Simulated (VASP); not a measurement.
# TiAl (Pm-3m) in VASP: notebook, part 2 of 2

VASP 6.6.1. The steps go on from the part before.

## (4) Single point, r2SCAN

This run uses another cell than the first one, of 15.72 Å³/atom.

POSCAR

```
TiAl
1.0
    3.1558725487      0.0000000000      0.0000000000
    0.0000000000      3.1558725487      0.0000000000
    0.0000000000      0.0000000000      3.1558725487
Ti Al
1 1
Direct
    0.0000000000      0.0000000000      0.0000000000
    0.5000000000      0.5000000000      0.5000000000
```

INCAR.step1

```
ALGO = Normal
EDIFF = 1E-4
ENCUT = 520
GGA = PE
ISMEAR = -1
LASPH = True
LCHARG = False
LREAL = False
LWAVE = True
NBANDS = 14
NELM = 100
PREC = Accurate
SIGMA = 0.05
```

INCAR.step2

```
ALGO = Normal
EDIFF = 1E-6
ENCUT = 520
ISIF = 2
ISMEAR = -1
ISTART = 1
LASPH = True
LCHARG = False
LMIXTAU = True
LREAL = False
LWAVE = False
METAGGA = R2SCAN
NBANDS = 14
NELM = 100
PREC = Accurate
SIGMA = 0.05
```

KPOINTS

```
k-points
0
Gamma
  8 8 8
```

Potentials or basis: VASP PAW PBE potentials, release 64 (Ti_sv, Al).

On the command line:

```bash
cat potpaw_PBE.64/Ti_sv/POTCAR potpaw_PBE.64/Al/POTCAR > POTCAR
cp INCAR.step1 INCAR
mpirun -np 1 vasp_std > vasp.out
cp INCAR.step2 INCAR
mpirun -np 1 vasp_std > vasp.out
```

OUTCAR:

```text
EDIFF = 1E-6
   ENCUT = 520
   ISIF = 2
   ISMEAR = -1
   ISTART = 1
   LASPH = True
   LREAL = False
   METAGGA = R2SCAN
   NELM = 100
   PREC = Accurate

 ion  position               nearest neighbor table
   1  0.000  0.000  0.000-   2 2.73   2 2.73   2 2.73   2 2.73   2 2.73   2 2.73   2 2.73   2 2.73

   2  0.500  0.500  0.500-   1 2.73   1 2.73   1 2.73   1 2.73   1 2.73   1 2.73   1 2.73   1 2.73

  LATTYP: Found a simple cubic cell.
 ALAT       =     3.1558725487

  Lattice vectors:

 A1 = (   3.1558725487,   0.0000000000,   0.0000000000)
 A2 = (   0.0000000000,   3.1558725487,   0.0000000000)
 A3 = (   0.0000000000,   0.0000000000,   3.1558725487)

Analysis of symmetry for initial positions (statically):
=====================================================================
 Subroutine PRICEL returns:
 Original cell was already a primitive cell.

 Routine SETGRP: Setting up the symmetry group for a
 simple cubic supercell.

 Subroutine GETGRP returns: Found 48 space group operations
 (whereof 48 operations were pure point group operations)
 out of a pool of 48 trial point group operations.

The static configuration has the point symmetry O_h .

Analysis of symmetry for dynamics (positions and initial velocities):
=====================================================================
 Subroutine PRICEL returns:
 Original cell was already a primitive cell.

 Routine SETGRP: Setting up the symmetry group for a
 simple cubic supercell.

 Subroutine GETGRP returns: Found 48 space group operations
 (whereof 48 operations were pure point group operations)
 out of a pool of 48 trial point group operations.

The dynamic configuration has the point symmetry O_h .

 Subroutine INISYM returns: Found 48 space group operations
 (whereof 48 operations are pure point group operations),
 and found     1 'primitive' translations

----------------------------------------------------------------------------------------

[... 121 lines left out ...]
   LEPSILON=     F    determine dielectric tensor
   LRPA    =     F    only Hartree local field effects (RPA)
 non-spin polarized calculation
  energy-cutoff  :      520.00
  volume of cell :       31.43
 maximum number of plane-waves:       876
 NGX is ok and might be reduce to    24
   NGX = 11   NGY = 11   NGZ = 11

 number of electron      14.9999993 magnetization

 Free energy of the ion-electron system (eV)
  ---------------------------------------------------
  ext. energy  EPLUGINS =         0.00000000
  ---------------------------------------------------
  free energy    TOTEN  =       -20.31039933 eV

  energy without entropy =      -20.29184978  energy(sigma->0) =      -20.30112455

 E-fermi :   9.0548     XC(G=0): -12.0027

 val. band max:        9.0188034925   @ k =   0.5000   0.3750   0.2500
 cond. band min:       9.0612109295   @ k =   0.3750   0.3750   0.2500
 fundamental gap:      0.0424074369
 Fermi energy:         9.0547724681

 k-point     1 :       0.0000    0.0000    0.0000
  band No.  band energies     occupation
      1     -50.1737      2.00000
      2     -25.3256      2.00000
      3     -25.3256      2.00000
      4     -25.3256      2.00000
      5      -0.8964      2.00000
      6       7.3880      2.00000
      7       7.3880      2.00000
      8      11.1597      0.00000
      9      11.1597      0.00000
     10      11.1597      0.00000
     11      13.8000      0.00000
     12      13.8000      0.00000
     13      13.8000      0.00000
     14      18.2604      0.00000
[... 377 lines left out ...]
      1     -50.1389      2.00000
      2     -25.4965      2.00000
      3     -25.4653      2.00000
      4     -25.3203      2.00000
      5       3.6949      2.00000
      6       5.7187      2.00000
      7       6.8884      2.00000
      8       8.3580      2.00000
      9      10.0994      0.00000
     10      10.1267      0.00000
     11      12.0971      0.00000
     12      14.3116      0.00000
     13      14.5456      0.00000
     14      17.0371      0.00000

 [... further k-points ...]

------------------------ aborting loop because EDIFF is reached ----------------------------------------

  FORCE on cell =-STRESS in cart. coord.  units (eV):
  Direction    XX          YY          ZZ          XY          YZ          ZX
  --------------------------------------------------------------------------------------
  -------------------------------------------------------------------------------------
  Total        0.4042158      0.4042158      0.4042158      0.0000000      0.0000000     -0.0000000
  in kB       20.6046642     20.6046642     20.6046642      0.0000000      0.0000000     -0.0000000
  external PRESSURE =      20.6046642 kB  Pullay stress =       0.0000000 kB

 VOLUME and BASIS-vectors are now :
 -----------------------------------------------------------------------------
  energy-cutoff  :      520.00
  volume of cell :       31.43
      direct lattice vectors                 reciprocal lattice vectors
     3.155872549  0.000000000  0.000000000     0.316869577  0.000000000  0.000000000
     0.000000000  3.155872549  0.000000000     0.000000000  0.316869577  0.000000000
     0.000000000  0.000000000  3.155872549     0.000000000  0.000000000  0.316869577

 POSITION                                       TOTAL-FORCE (eV/Angst)
 -----------------------------------------------------------------------------------
      0.00000      0.00000      0.00000         0.000000      0.000000      0.000000
      1.57794      1.57794      1.57794         0.000000      0.000000      0.000000
 -----------------------------------------------------------------------------------
    total drift:                                0.000000      0.000000      0.000000

  FREE ENERGIE OF THE ION-ELECTRON SYSTEM (eV)
  ---------------------------------------------------
  free  energy   TOTEN  =       -20.3103993335 eV

  energy  without entropy=      -20.2918497759  energy(sigma->0) =      -20.30112455
```

OUTCAR.step1:

```text
EDIFF = 1E-4
   ENCUT = 520
   GGA = PE
   ISMEAR = -1
   LASPH = True
[... 630 lines left out ...]
      0.00000      0.00000      0.00000         0.000000      0.000000      0.000000
      1.57794      1.57794      1.57794         0.000000      0.000000      0.000000
 -----------------------------------------------------------------------------------
    total drift:                                0.000000      0.000000      0.000000

  FREE ENERGIE OF THE ION-ELECTRON SYSTEM (eV)
  ---------------------------------------------------
  free  energy   TOTEN  =       -12.1052849056 eV

  energy  without entropy=      -12.0830905224  energy(sigma->0) =      -12.09418771
```

It took 52 s on 1 thread of Intel Xeon 8259CL, shared host; peak memory 0.15 GiB.

What came out:

```
Free energy            : -20.3104 eV
Pressure               : 2.1 GPa
Band gap on the k mesh : zero (an odd number of electrons rules out a gap without spin polarisation)
```

Levels at points of the mesh, in eV from the Fermi level:
| k point | band 4 | band 5 | band 6 | band 7 | band 8 | band 9 | band 10 | band 11 |
| --- | --- | --- | --- | --- | --- | --- | --- | --- |
| (0.00, 0.00, 0.00) | -34.38 | -9.95 | -1.67 | -1.67 | 2.10 | 2.10 | 2.10 | 4.75 |
| (0.50, 0.00, 0.00) | -34.36 | -6.47 | -5.65 | -0.67 | 0.30 | 0.30 | 2.33 | 3.21 |
| (0.50, 0.50, 0.00) | -34.35 | -5.28 | -2.40 | -2.40 | -1.65 | 0.90 | 0.90 | 2.92 |
| (0.50, 0.50, 0.50) | -34.53 | -3.33 | -3.33 | -3.33 | 1.07 | 2.94 | 2.94 | 2.94 |

Caveat: the PAW data sets were made with another functional, which shifts forces and pressure a little.

## (5) Relaxation of cell and atoms, r2SCAN

This run uses another cell than the first one, of 16.06 Å³/atom.

POSCAR

```
TiAl
1.0
    3.1790640000      0.0000000000      0.0000000000
    0.0000000000      3.1790640000      0.0000000000
    0.0000000000      0.0000000000      3.1790640000
Ti Al
1 1
Direct
    0.0000000000      0.0000000000      0.0000000000
    0.5000000000      0.5000000000      0.5000000000
```

INCAR.step1

```
SYSTEM = TiAl
PREC = Accurate ; ENCUT = 600
ISMEAR = -1 ; SIGMA = 0.05
LREAL = .False. ; LASPH = .True.
NELM = 100 ; GGA = PE
ALGO = Normal ; EDIFF = 1E-4
LWAVE = .True. ; LCHARG = .False.
```

INCAR.step2

```
SYSTEM = TiAl
PREC = Accurate ; ENCUT = 600
EDIFF = 1E-7 ; ISMEAR = -1
SIGMA = 0.05 ; LREAL = .False.
LASPH = .True. ; NELM = 100
ALGO = Normal ; ISIF = 3
LWAVE = .False. ; LCHARG = .False.
METAGGA = R2SCAN ; LMIXTAU = .True.
IBRION = 2 ; NSW = 60
EDIFFG = -0.01 ; ISTART = 1
```

KPOINTS

```
regular mesh
0
Gamma
  8 8 8
  0 0 0
```

On the command line:

```bash
cat potpaw_PBE.64/Ti_sv/POTCAR potpaw_PBE.64/Al/POTCAR > POTCAR
cp INCAR.step1 INCAR
mpirun -np 1 vasp_std > vasp.out
cp INCAR.step2 INCAR
mpirun -np 1 vasp_std > vasp.out
```

Run time: 3.7 min. Hardware: 1 thread of Intel Xeon 8259CL, shared host; peak memory 0.17 GiB.

Results (log left out):

| Quantity | Value |
| --- | --- |
| Free energy | -20.3142 eV |
| Relaxed volume | 15.99 Å³/atom |
| Relaxed cell | a = 3.174 Å, b = 3.174 Å, c = 3.174 Å, α = 90.00°, β = 90.00°, γ = 90.00° |
| Space group after relaxing (to 0.1 Å) | Pm-3m (No. 221) |
| Energy gained by relaxing | 0.1 meV/atom |
| Ionic steps | 3 |
| Pressure after relaxing | 0.0 GPa |
| Band gap on the k mesh | zero (an odd number of electrons rules out a gap without spin polarisation) |

The path:
| step | energy change (eV) | largest force (eV/Å) | pressure (GPa) | volume (Å³) |
| --- | --- | --- | --- | --- |
| 1 | 0.0000 | 0.0000 | -0.57 | 32.13 |
| 2 | -0.0001 | 0.0000 | 0.43 | 31.87 |
| 3 | -0.0003 | 0.0000 | 0.00 | 31.98 |

Final structure:
```yaml
crystal:
  lattice:
    - [3.17405, 0.00000, 0.00000]
    - [0.00000, 3.17405, 0.00000]
    - [0.00000, 0.00000, 3.17405]
  atoms:
    - { symbol: Ti, position: [0.00000, 0.00000, 0.00000] }
    - { symbol: Al, position: [0.50000, 0.50000, 0.50000] }
```

Levels at points of the mesh, in eV from the Fermi level:
| k point | band 4 | band 5 | band 6 | band 7 | band 8 | band 9 | band 10 | band 11 |
| --- | --- | --- | --- | --- | --- | --- | --- | --- |
| (0.00, 0.00, 0.00) | -34.42 | -9.87 | -1.62 | -1.62 | 2.06 | 2.06 | 2.06 | 4.66 |
| (0.50, 0.00, 0.00) | -34.40 | -6.44 | -5.60 | -0.65 | 0.29 | 0.29 | 2.28 | 3.13 |
| (0.50, 0.50, 0.00) | -34.39 | -5.23 | -2.40 | -2.40 | -1.62 | 0.89 | 0.89 | 2.85 |
| (0.50, 0.50, 0.50) | -34.56 | -3.27 | -3.27 | -3.27 | 0.97 | 2.89 | 2.89 | 2.89 |

Caveat: the PAW data sets were made with another functional, which shifts forces and pressure a little.

## (6) Relaxation of cell and atoms, r2SCAN, target pressure 2 GPa, at which the enthalpy is minimised

This run uses another cell than the first one, of 16.06 Å³/atom.

POSCAR is that of step 5.

INCAR.step1

```
PREC = Accurate
ENCUT = 600
ISMEAR = -1
SIGMA = 0.05
LREAL = False
LASPH = True
NELM = 60
GGA = PE
ALGO = Normal
EDIFF = 1E-4
LWAVE = True
LCHARG = False
```

INCAR.step2

```
PREC = Accurate
ENCUT = 600
EDIFF = 1E-6
ISMEAR = -1
SIGMA = 0.05
LREAL = False
LASPH = True
NELM = 60
ALGO = Normal
ISIF = 3
LWAVE = False
LCHARG = False
METAGGA = R2SCAN
LMIXTAU = True
IBRION = 2
NSW = 60
EDIFFG = -0.01
PSTRESS = 20.0
ISTART = 1
```

KPOINTS

```
regular mesh
0
Gamma
  8 8 8
```

Potentials or basis: VASP PAW PBE potentials, release 64 (Ti_sv, Al).

On the command line:

```bash
cat potpaw_PBE.64/Ti_sv/POTCAR potpaw_PBE.64/Al/POTCAR > POTCAR
cp INCAR.step1 INCAR
mpirun -np 1 vasp_std > vasp.out
cp INCAR.step2 INCAR
mpirun -np 1 vasp_std > vasp.out
```

Run time: 4.2 min. Hardware: 1 thread of Intel Xeon 8259CL, shared host; peak memory 0.18 GiB.

Results (log left out):

```yaml
Free_energy: -20.3111 eV
Relaxed_volume: 15.73 Å³/atom
Relaxed_cell: a = 3.157 Å, b = 3.157 Å, c = 3.157 Å, α = 90.00°, β = 90.00°, γ = 90.00°
Space_group_after_relaxing_to_0.1_Å: Pm-3m (No. 221)
Energy_change_on_relaxing_the_run_minimises_the_enthalpy: +1.4 meV/atom
Ionic_steps: 3
Pressure_after_relaxing: 2.0 GPa
Band_gap_on_the_k_mesh: zero (an odd number of electrons rules out a gap without spin polarisation)
```

The path:
| step | energy change (eV) | largest force (eV/Å) | pressure (GPa) | volume (Å³) |
| --- | --- | --- | --- | --- |
| 1 | 0.0000 | 0.0000 | -0.58 | 32.13 |
| 2 | 0.0130 | 0.0000 | 4.24 | 30.94 |
| 3 | 0.0029 | 0.0000 | 1.99 | 31.47 |

Final structure:
```yaml
crystal:
  lattice:
    - [3.15710, 0.00000, 0.00000]
    - [0.00000, 3.15710, 0.00000]
    - [0.00000, 0.00000, 3.15710]
  atoms:
    - { symbol: Ti, position: [0.00000, 0.00000, 0.00000] }
    - { symbol: Al, position: [0.50000, 0.50000, 0.50000] }
```

Levels at points of the mesh, in eV from the Fermi level:
```
           k point  band 5  band 6  band 7  band 8  band 9  band 10
(0.00, 0.00, 0.00)   -9.95   -1.66   -1.66    2.10    2.10     2.10
(0.50, 0.00, 0.00)   -6.46   -5.65   -0.67    0.30    0.30     2.32
(0.50, 0.50, 0.00)   -5.28   -2.40   -2.40   -1.65    0.89     0.89
(0.50, 0.50, 0.50)   -3.33   -3.33   -3.33    1.07    2.94     2.94
```

Caveat: the cell is relaxed towards a set pressure, so the run minimises the enthalpy, not the energy; the PAW data sets were made with another functional, which shifts forces and pressure a little.

## (7) Summary

```tsv
task	cell	cutoff (eV)	gap on the mesh (eV)	pressure (GPa)
single point	a = 3.132 Å, 2 atoms	520	none	5.1
single point	a = 3.173 Å, 2 atoms	520	none	0.0
single point	a = 3.156 Å, 2 atoms	520	none	2.1
relaxation of cell and atoms	relaxed from a = 3.179 Å, 2 atoms	600	none	0.0
relaxation of cell and atoms	relaxed to 2 GPa from a = 3.179 Å, 2 atoms	600	none	2.0
```

Alike in all rows: level r2SCAN; potentials or basis VASP PAW PBE potentials, release 64 (Ti_sv, Al); no spin polarisation; k mesh 8 × 8 × 8; smearing fermi-dirac 0.05 eV.

Caveats: the PAW data sets were made with another functional, which shifts forces and pressure a little; the cell stands under pressure (at least some runs); the cell is relaxed towards a set pressure, so the run minimises the enthalpy, not the energy (at least some runs).

Absolute energies hang on the potentials; compare differences alone.
